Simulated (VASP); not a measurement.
# PbF2 (Fm-3m) in VASP: notebook

Aim: see how the results for PbF2 move with the level of theory and the settings. Levels: PBE, r2SCAN, PBEsol. Tasks: single point.

All numbers are computed with VASP 6.6.1; they aren't measurements. Logs are shortened: lines on timing, memory, paths and dates and some standing lists are left out, and cuts for length are marked.

### 1 The cell of the first run

Symmetry: Fm-3m, No. 225, cubic system. Conventional cell: a = 5.888 Å, b = 5.888 Å, c = 5.888 Å, α = 90.00°, β = 90.00°, γ = 90.00°. Within 3.4 Å of Pb (site symmetry m-3m) lie 8 F at 2.55 Å. Within 3.4 Å of F (site symmetry -43m) lie 4 Pb at 2.55 Å and 6 F at 2.94 Å.

### 2 Single point, PBE

Input file INCAR:

```
SYSTEM = PbF2
ALGO = Normal
EDIFF = 1E-6
ENCUT = 600
GGA = PE
GGA_COMPAT = .FALSE.
ISIF = 2
ISMEAR = -1
LASPH = .TRUE.
LCHARG = .FALSE.
LREAL = .FALSE.
LWAVE = .FALSE.
NBANDS = 21
NELM = 120
PREC = Accurate
SIGMA = 0.05
```

Input file KPOINTS:

```
k-points
0
G
  8 8 8
  0 0 0
```

Input file POSCAR:

```
PbF2
1.0
    0.0000000000      2.9437690651      2.9437690651
    2.9437690651      0.0000000000      2.9437690651
    2.9437690651      2.9437690651      0.0000000000
Pb F
1 2
Direct
    0.0000000000      0.0000000000      0.0000000000
    0.7500000000      0.7500000000      0.7500000000
    0.2500000000      0.2500000000      0.2500000000
```

Potentials or basis: VASP PAW PBE potentials, release 64 (Pb_d, F).

Run with:

```sh
> cat potpaw_PBE.64/Pb_d/POTCAR potpaw_PBE.64/F/POTCAR > POTCAR
> mpirun -np 1 vasp_std > vasp.out
```

OUTCAR:

```text
SYSTEM = PbF2
   EDIFF = 1E-6
   ENCUT = 600
   GGA = PE
   ISIF = 2
   ISMEAR = -1
   LASPH = .TRUE.
   LREAL = .FALSE.
   NELM = 120
   PREC = Accurate

 ion  position               nearest neighbor table
   1  0.000  0.000  0.000-   2 2.55   2 2.55   2 2.55   2 2.55   3 2.55   3 2.55   3 2.55   3 2.55

   2  0.750  0.750  0.750-   1 2.55   1 2.55   1 2.55   1 2.55
   3  0.250  0.250  0.250-   1 2.55   1 2.55   1 2.55   1 2.55

  LATTYP: Found a face centered cubic cell.
 ALAT       =     5.8875381302

  Lattice vectors:

 A1 = (   0.0000000000,   2.9437690651,   2.9437690651)
 A2 = (   2.9437690651,   0.0000000000,   2.9437690651)
 A3 = (   2.9437690651,   2.9437690651,   0.0000000000)

Analysis of symmetry for initial positions (statically):
=====================================================================
 Subroutine PRICEL returns:
 Original cell was already a primitive cell.

 Routine SETGRP: Setting up the symmetry group for a
 face centered cubic supercell.

 Subroutine GETGRP returns: Found 48 space group operations
 (whereof 48 operations were pure point group operations)
 out of a pool of 48 trial point group operations.

The static configuration has the point symmetry O_h .

Analysis of symmetry for dynamics (positions and initial velocities):
=====================================================================
 Subroutine PRICEL returns:
 Original cell was already a primitive cell.

 Routine SETGRP: Setting up the symmetry group for a
 face centered cubic supercell.

 Subroutine GETGRP returns: Found 48 space group operations
 (whereof 48 operations were pure point group operations)
 out of a pool of 48 trial point group operations.

The dynamic configuration has the point symmetry O_h .

 Subroutine INISYM returns: Found 48 space group operations
 (whereof 48 operations are pure point group operations),
 and found     1 'primitive' translations

----------------------------------------------------------------------------------------

                                     Primitive cell

  volume of cell :      51.0201

  direct lattice vectors                    reciprocal lattice vectors
     0.000000000  2.943769065  2.943769065    -0.169850280  0.169850280  0.169850280
     2.943769065  0.000000000  2.943769065     0.169850280 -0.169850280  0.169850280
     2.943769065  2.943769065  0.000000000     0.169850280  0.169850280 -0.169850280

  length of vectors
     4.163118136  4.163118136  4.163118136     0.294189315  0.294189315  0.294189315

  position of ions in fractional coordinates (direct lattice)
     0.000000000  0.000000000  0.000000000
     0.750000000  0.750000000  0.750000000
     0.250000000  0.250000000  0.250000000

  ion indices of the primitive-cell ions
   primitive index   ion index
                 1           1
                 2           2
                 3           3

----------------------------------------------------------------------------------------

 KPOINTS: k-points

Automatic generation of k-mesh.
 Grid dimensions read from file:
 generate k-points for:    8    8    8

 Generating k-lattice:

  Cartesian coordinates                     Fractional coordinates (reciprocal lattice)
    -0.021231285  0.021231285  0.021231285     0.125000000  0.000000000  0.000000000
     0.021231285 -0.021231285  0.021231285     0.000000000  0.125000000  0.000000000
     0.021231285  0.021231285 -0.021231285     0.000000000  0.000000000  0.125000000

  Length of vectors
     0.036773664  0.036773664  0.036773664

  Shift w.r.t. Gamma in fractional coordinates (k-lattice)
     0.000000000  0.000000000  0.000000000

 Subroutine IBZKPT returns following result:
 ===========================================

 Found     29 irreducible k-points:

 Following reciprocal coordinates:
            Coordinates               Weight
  0.000000  0.000000  0.000000      1.000000
  0.125000  0.000000  0.000000      8.000000
  0.250000  0.000000  0.000000      8.000000
  0.375000  0.000000  0.000000      8.000000
  0.500000  0.000000  0.000000      4.000000
[... 49 lines left out ...]
     21      19.7832      0.00000

 k-point     2 :       0.1250    0.0000    0.0000
  band No.  band energies     occupation
      1     -19.0940      2.00000
      2     -18.4988      2.00000
      3     -12.3157      2.00000
      4     -12.3157      2.00000
      5     -12.2876      2.00000
      6     -12.2567      2.00000
[... 13 lines left out ...]
     20      16.9079      0.00000
     21      19.1499      0.00000

 k-point     3 :       0.2500    0.0000    0.0000
  band No.  band energies     occupation
      1     -19.0104      2.00000
      2     -18.5738      2.00000
      3     -12.3047      2.00000
      4     -12.3047      2.00000
      5     -12.2509      2.00000
      6     -12.2509      2.00000
[... 13 lines left out ...]
     20      16.3351      0.00000
     21      17.9123      0.00000

 k-point     4 :       0.3750    0.0000    0.0000
  band No.  band energies     occupation
      1     -18.9032      2.00000
      2     -18.6697      2.00000
      3     -12.3025      2.00000
      4     -12.3025      2.00000
      5     -12.2360      2.00000
      6     -12.2360      2.00000
[... 13 lines left out ...]
     20      16.0138      0.00000
     21      16.8929      0.00000

 k-point     5 :       0.5000    0.0000    0.0000
  band No.  band energies     occupation
      1     -18.8227      2.00000
      2     -18.7447      2.00000
      3     -12.3034      2.00000
      4     -12.3034      2.00000
      5     -12.2280      2.00000
      6     -12.2280      2.00000
[... 13 lines left out ...]
     20      15.9241      0.00000
     21      16.5074      0.00000
[... 382 lines left out ...]
     20      18.8250      0.00000
     21      19.5016      0.00000

 k-point    22 :       0.3750    0.2500    0.1250
  band No.  band energies     occupation
      1     -18.9514      2.00000
      2     -18.6232      2.00000
      3     -12.2818      2.00000
      4     -12.2793      2.00000
      5     -12.2636      2.00000
      6     -12.2326      2.00000
[... 13 lines left out ...]
     20      17.5880      0.00000
     21      18.4136      0.00000

 k-point    23 :       0.5000    0.2500    0.1250
  band No.  band energies     occupation
      1     -18.8659      2.00000
      2     -18.6970      2.00000
      3     -12.2809      2.00000
      4     -12.2731      2.00000
      5     -12.2456      2.00000
      6     -12.2101      2.00000
[... 13 lines left out ...]
     20      18.1472      0.00000
     21      18.6681      0.00000

 k-point    24 :      -0.3750    0.2500    0.1250
  band No.  band energies     occupation
      1     -18.7983      2.00000
      2     -18.7592      2.00000
      3     -12.2809      2.00000
      4     -12.2744      2.00000
      5     -12.2327      2.00000
      6     -12.2009      2.00000
[... 13 lines left out ...]
     20      18.3671      0.00000
     21      18.7813      0.00000

 [... further k-points ...]

------------------------ aborting loop because EDIFF is reached ----------------------------------------

  FORCE on cell =-STRESS in cart. coord.  units (eV):
  Direction    XX          YY          ZZ          XY          YZ          ZX
  --------------------------------------------------------------------------------------
  -------------------------------------------------------------------------------------
  Total        1.3095834      1.3095834      1.3095834      0.0000000      0.0000000     -0.0000000
  in kB       41.1246797     41.1246797     41.1246797      0.0000000      0.0000000     -0.0000000
  external PRESSURE =      41.1246797 kB  Pullay stress =       0.0000000 kB

 VOLUME and BASIS-vectors are now :
 -----------------------------------------------------------------------------
  energy-cutoff  :      600.00
  volume of cell :       51.02
      direct lattice vectors                 reciprocal lattice vectors
     0.000000000  2.943769065  2.943769065    -0.169850280  0.169850280  0.169850280
     2.943769065  0.000000000  2.943769065     0.169850280 -0.169850280  0.169850280
     2.943769065  2.943769065  0.000000000     0.169850280  0.169850280 -0.169850280

 POSITION                                       TOTAL-FORCE (eV/Angst)
 -----------------------------------------------------------------------------------
      0.00000      0.00000      0.00000        -0.000000      0.000000     -0.000000
      4.41565      4.41565      4.41565         0.000000      0.000000      0.000000
      1.47188      1.47188      1.47188        -0.000000     -0.000000     -0.000000
 -----------------------------------------------------------------------------------
    total drift:                                0.000000      0.000000      0.000000

  FREE ENERGIE OF THE ION-ELECTRON SYSTEM (eV)
  ---------------------------------------------------
  free  energy   TOTEN  =       -14.3141501991 eV

  energy  without entropy=      -14.3141501990  energy(sigma->0) =      -14.31415020
```

Wall time 35 s (1 thread of Intel Xeon Platinum 8375C at 2.90GHz (Ice Lake), shared host); peak memory 0.22 GiB.

What came out:

- Free energy: -14.3142 eV
- Pressure: 4.1 GPa
- Band gap on the k mesh: 4.41 eV (least direct gap 4.56 eV)

Levels at points of the mesh, in eV from the valence-band top:
| k point | band 12 | band 13 | band 14 | band 15 | band 16 | band 17 |
| --- | --- | --- | --- | --- | --- | --- |
| (0.00, 0.00, 0.00) | -2.11 | -2.11 | -2.11 | 6.79 | 6.79 | 6.79 |
| (0.50, 0.00, 0.00) | -2.28 | -2.28 | -0.05 | 5.02 | 7.73 | 7.73 |
| (0.50, 0.50, 0.00) | -1.67 | -1.67 | -0.15 | 4.41 | 7.97 | 7.97 |

Caveat: the cell stands under pressure; spin-orbit coupling is left out, which moves the levels of the heavy elements. A k mesh can miss the band edges.

### 3 Single point, r2SCAN

This run uses another cell than the first one, of 16.66 Å³/atom.

Input file POSCAR:

```
PbF2
1.0
    0.0000000000      2.9236056305      2.9236056305
    2.9236056305      0.0000000000      2.9236056305
    2.9236056305      2.9236056305      0.0000000000
Pb F
1 2
Direct
    0.0000000000      0.0000000000      0.0000000000
    0.7500000000      0.7500000000      0.7500000000
    0.2500000000      0.2500000000      0.2500000000
```

Input file INCAR.step1:

```
SYSTEM = PbF2
PREC = Accurate ; ENCUT = 660
ISMEAR = -1 ; SIGMA = 0.05
LREAL = .FALSE. ; LASPH = .TRUE.
NELM = 120 ; NBANDS = 21
GGA = PE ; ALGO = Normal
EDIFF = 1E-5 ; LWAVE = .TRUE.
LCHARG = .FALSE. ; GGA_COMPAT = .FALSE.
```

Input file INCAR.step2:

```
SYSTEM = PbF2
PREC = Accurate ; ENCUT = 660
EDIFF = 1E-6 ; ISMEAR = -1
SIGMA = 0.05 ; LREAL = .FALSE.
LASPH = .TRUE. ; NELM = 120
ALGO = Normal ; ISIF = 2
LWAVE = .FALSE. ; LCHARG = .FALSE.
METAGGA = R2SCAN ; LMIXTAU = .TRUE.
NBANDS = 21 ; ISTART = 1
GGA_COMPAT = .FALSE.
```

Input file KPOINTS:

```
Automatic mesh
0
G
  8 8 8
  0 0 0
```

Potentials or basis: VASP PAW PBE potentials, release 64 (Pb_d, F).

Run with:

```sh
> cat potpaw_PBE.64/Pb_d/POTCAR potpaw_PBE.64/F/POTCAR > POTCAR
> cp INCAR.step1 INCAR
> mpirun -np 1 vasp_std > vasp.out
> cp INCAR.step2 INCAR
> mpirun -np 1 vasp_std > vasp.out
```

Wall time 2.4 min (1 thread of Intel Xeon Platinum 8375C at 2.90GHz (Ice Lake), shared host); peak memory 0.23 GiB.

The run converged. Its results:

```
Free energy            : -70.1481 eV
Pressure               : 3.0 GPa
Band gap on the k mesh : 4.92 eV (least direct gap 5.07 eV)
```

Levels at points of the mesh, in eV from the valence-band top:
| k point | band 11 | band 12 | band 13 | band 14 | band 15 | band 16 | band 17 | band 18 |
| --- | --- | --- | --- | --- | --- | --- | --- | --- |
| (0.00, 0.00, 0.00) | -2.95 | -2.43 | -2.43 | -2.43 | 7.33 | 7.33 | 7.33 | 10.76 |
| (0.50, 0.00, 0.00) | -3.16 | -2.60 | -2.60 | -0.09 | 5.35 | 8.36 | 8.36 | 13.52 |
| (0.50, 0.50, 0.00) | -1.99 | -1.98 | -1.98 | -0.15 | 4.92 | 8.59 | 8.59 | 8.96 |

Caveat: the cell stands under pressure; the PAW data sets were made with another functional, which shifts forces and pressure a little; spin-orbit coupling is left out, which moves the levels of the heavy elements.

### 4 Single point, r2SCAN

This run uses another cell than the first one, of 18.39 Å³/atom.

Input file POSCAR:

```
PbF2
1.0
    0.0000000000      3.0217857373      3.0217857373
    3.0217857373      0.0000000000      3.0217857373
    3.0217857373      3.0217857373      0.0000000000
Pb F
1 2
Direct
    0.0000000000      0.0000000000      0.0000000000
    0.7500000000      0.7500000000      0.7500000000
    0.2500000000      0.2500000000      0.2500000000
```

Input file INCAR.step1:

```
SYSTEM = PbF2
PREC = Accurate
ENCUT = 660
ISMEAR = -1
SIGMA = 0.05
LREAL = .FALSE.
LASPH = .TRUE.
NELM = 120
NBANDS = 21
GGA = PE
ALGO = Normal
EDIFF = 1E-5
LWAVE = .TRUE.
LCHARG = .FALSE.
GGA_COMPAT = .FALSE.
```

Input file INCAR.step2:

```
SYSTEM = PbF2
PREC = Accurate
ENCUT = 660
EDIFF = 1E-6
ISMEAR = -1
SIGMA = 0.05
LREAL = .FALSE.
LASPH = .TRUE.
NELM = 120
ALGO = Normal
ISIF = 2
LWAVE = .FALSE.
LCHARG = .FALSE.
METAGGA = R2SCAN
LMIXTAU = .TRUE.
NBANDS = 21
ISTART = 1
GGA_COMPAT = .FALSE.
```

Input file KPOINTS:

```
regular mesh
0
G
  8 8 8
  0 0 0
```

Run with:

```sh
> cat potpaw_PBE.64/Pb_d/POTCAR potpaw_PBE.64/F/POTCAR > POTCAR
> cp INCAR.step1 INCAR
> mpirun -np 1 vasp_std > vasp.out
> cp INCAR.step2 INCAR
> mpirun -np 1 vasp_std > vasp.out
```

It took 2.5 min on 1 thread of Intel Xeon Platinum 8375C at 2.90GHz (Ice Lake), shared host; peak memory 0.23 GiB.

It converged, with:

```yaml
Free_energy: -70.1284 eV
Pressure: -4.3 GPa
Band_gap_on_the_k_mesh: 4.94 eV (least direct gap 5.08 eV)
```

Levels at points of the mesh, in eV from the valence-band top:
| k point | band 12 | band 13 | band 14 | band 15 | band 16 | band 17 |
| --- | --- | --- | --- | --- | --- | --- |
| (0.00, 0.00, 0.00) | -1.76 | -1.76 | -1.76 | 7.24 | 7.24 | 7.24 |
| (0.50, 0.00, 0.00) | -1.94 | -1.94 | -0.02 | 5.41 | 8.05 | 8.05 |
| (0.50, 0.50, 0.00) | -1.39 | -1.38 | -0.14 | 4.94 | 8.24 | 8.24 |

Caveat: the cell stands under tension; the PAW data sets were made with another functional, which shifts forces and pressure a little; spin-orbit coupling is left out, which moves the levels of the heavy elements. A k mesh can miss the band edges.

### 5 Single point, PBEsol

This run uses another cell than the first one, of 13.62 Å³/atom.

Input file INCAR:

```
SYSTEM = PbF2
  ALGO = Normal
  EDIFF = 1E-6
  ENCUT = 600
  GGA = PS
  GGA_COMPAT = .False.
  ISIF = 2
  ISMEAR = -1
  LASPH = .True.
  LCHARG = .False.
  LREAL = .False.
  LWAVE = .False.
  NBANDS = 21
  NELM = 120
  PREC = Accurate
  SIGMA = 0.05
```

Input file KPOINTS:

```
k-points
0
Gamma
  8 8 8
  0 0 0
```

Input file POSCAR:

```
PbF2
1.0
    0.0000000000      2.7335966239      2.7335966239
    2.7335966239      0.0000000000      2.7335966239
    2.7335966239      2.7335966239      0.0000000000
Pb F
1 2
Direct
    0.0000000000      0.0000000000      0.0000000000
    0.7500000000      0.7500000000      0.7500000000
    0.2500000000      0.2500000000      0.2500000000
```

Run with:

```sh
> cat potpaw_PBE.64/Pb_d/POTCAR potpaw_PBE.64/F/POTCAR > POTCAR
> mpirun -np 1 vasp_std > vasp.out
```

Wall time 37 s (1 thread of Intel Xeon 8259CL, shared host); peak memory 0.19 GiB.

The run converged. Its results:

- Free energy: -14.1433 eV
- Pressure: 29.9 GPa
- Band gap on the k mesh: 4.06 eV (least direct gap 4.31 eV)

Levels at points of the mesh, in eV from the valence-band top:
```csv
k point,band 10,band 11,band 12,band 13,band 14,band 15,band 16,band 17,band 18,band 19
"(0.00, 0.00, 0.00)",-4.31,-4.31,-3.84,-3.84,-3.84,6.59,6.59,6.59,10.83,15.27
"(0.50, 0.00, 0.00)",-4.85,-4.85,-3.92,-3.92,-0.18,4.59,8.19,8.19,13.26,13.82
"(0.50, 0.50, 0.00)",-6.08,-3.27,-3.15,-3.15,-0.20,4.11,7.92,8.58,8.58,14.93
```

Caveat: the cell stands under pressure; the PAW data sets were made with another functional, which shifts forces and pressure a little; spin-orbit coupling is left out, which moves the levels of the heavy elements. A k mesh can miss the band edges.

### 6 Single point, PBEsol

This run uses another cell than the first one, of 14.38 Å³/atom.

Input file INCAR:

```
SYSTEM = PbF2
PREC = Accurate ; ENCUT = 600
EDIFF = 1E-6 ; ISMEAR = -1
SIGMA = 0.05 ; LREAL = .FALSE.
LASPH = .TRUE. ; NELM = 120
ALGO = Normal ; ISIF = 2
LWAVE = .FALSE. ; LCHARG = .FALSE.
GGA = PS ; NBANDS = 21
GGA_COMPAT = .FALSE.
```

Input file KPOINTS:

```
regular mesh
0
G
  8 8 8
  0 0 0
```

Input file POSCAR:

```
PbF2
1.0
    0.0000000000      2.7839782750      2.7839782750
    2.7839782750      0.0000000000      2.7839782750
    2.7839782750      2.7839782750      0.0000000000
Pb F
1 2
Direct
    0.0000000000      0.0000000000      0.0000000000
    0.7500000000      0.7500000000      0.7500000000
    0.2500000000      0.2500000000      0.2500000000
```

Potentials or basis: VASP PAW PBE potentials, release 64 (Pb_d, F).

Run with:

```sh
> cat potpaw_PBE.64/Pb_d/POTCAR potpaw_PBE.64/F/POTCAR > POTCAR
> mpirun -np 1 vasp_std > vasp.out
```

It took 46 s on 1 thread of Intel Xeon 8259CL, shared host; peak memory 0.19 GiB.

Results (log left out):

| Item | Value |
| --- | --- |
| Free energy | -14.5024 eV |
| Pressure | 19.8 GPa |
| Band gap on the k mesh | 4.17 eV (least direct gap 4.36 eV) |

Levels at points of the mesh, in eV from the valence-band top:
```tsv
k point	band 10	band 11	band 12	band 13	band 14	band 15	band 16	band 17	band 18	band 19
(0.00, 0.00, 0.00)	-3.86	-3.86	-3.36	-3.36	-3.36	6.66	6.66	6.66	10.79	15.23
(0.50, 0.00, 0.00)	-4.30	-4.30	-3.48	-3.48	-0.15	4.72	8.08	8.08	13.24	13.80
(0.50, 0.50, 0.00)	-5.44	-2.82	-2.75	-2.75	-0.18	4.17	8.17	8.43	8.43	14.74
```

Caveat: the cell stands under pressure; the PAW data sets were made with another functional, which shifts forces and pressure a little; spin-orbit coupling is left out, which moves the levels of the heavy elements.

### 7 The runs side by side

```csv
level,cell,cutoff (eV),gap on the mesh (eV),pressure (GPa)
PBE,"a = 4.163 Å, angles 60.0°, 3 atoms",600,4.41,4.1
r2SCAN,"a = 4.135 Å, angles 60.0°, 3 atoms",660,4.92,3.0
r2SCAN,"a = 4.273 Å, angles 60.0°, 3 atoms",660,4.94,-4.3
PBEsol,"a = 3.866 Å, angles 60.0°, 3 atoms",600,4.06,29.9
PBEsol,"a = 3.937 Å, angles 60.0°, 3 atoms",600,4.17,19.8
```

Alike in all rows: task single point; potentials or basis VASP PAW PBE potentials, release 64 (Pb_d, F); no spin polarisation; k mesh 8 × 8 × 8; smearing fermi-dirac 0.05 eV.

Caveats: spin-orbit coupling is left out, which moves the levels of the heavy elements; the cell stands under pressure (at least some runs); the PAW data sets were made with another functional, which shifts forces and pressure a little (at least some runs); the cell stands under tension (at least some runs).

Total energies depend on the potentials used, so only differences within one code and one set of settings carry meaning.
